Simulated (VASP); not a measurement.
Crystal: Pt.

```
Pt
1.0
    -1.58422    1.58422    1.58422
     1.58422   -1.58422    1.58422
     1.58422    1.58422   -1.58422
Pt
1
Direct
  0.00000 0.00000 0.00000
```

```yaml
Program: VASP 6.6.1
Task: relaxation of cell and atoms
Functional: BLYP
Dispersion: D3(BJ)
Potentials_or_basis: VASP PAW PBE potentials, release 64 (Pt)
Cutoff: 600 eV
k_mesh: 12 × 12 × 12
Occupations: fermi-dirac, width 0.05 eV
Spin: no spin polarisation
```

At the start: pressure -4.4 GPa; volume 15.90 Å³/atom.

Question: Where does the relaxation end?

Answer: Over 3 steps the energy falls by 4.1 meV/atom and the volume is 15.62 Å³/atom (-1.8 %); space group Im-3m (No. 229, to 0.05 Å).

Step by step:
```tsv
step	energy change (eV)	largest force (eV/Å)	pressure (GPa)	volume (Å³)
1	0.0000	0.0000	-4.43	15.90
2	0.0228	0.0000	13.00	14.91
3	-0.0041	0.0000	-0.07	15.62
```

Final structure:
```cif
data_structure
_symmetry_space_group_name_H-M 'P 1'
_symmetry_Int_Tables_number 1
_cell_length_a 2.7272
_cell_length_b 2.7272
_cell_length_c 2.7272
_cell_angle_alpha 109.471
_cell_angle_beta 109.471
_cell_angle_gamma 109.471
_cell_volume 15.62
loop_
_atom_site_label
_atom_site_type_symbol
_atom_site_fract_x
_atom_site_fract_y
_atom_site_fract_z
_atom_site_occupancy
Pt1 Pt 0.00000 0.00000 0.00000 1
```

Caveat: the PAW data sets were made with another functional, which shifts forces and pressure a little; pairwise dispersion overbinds metals, which lowers pressure and volume.
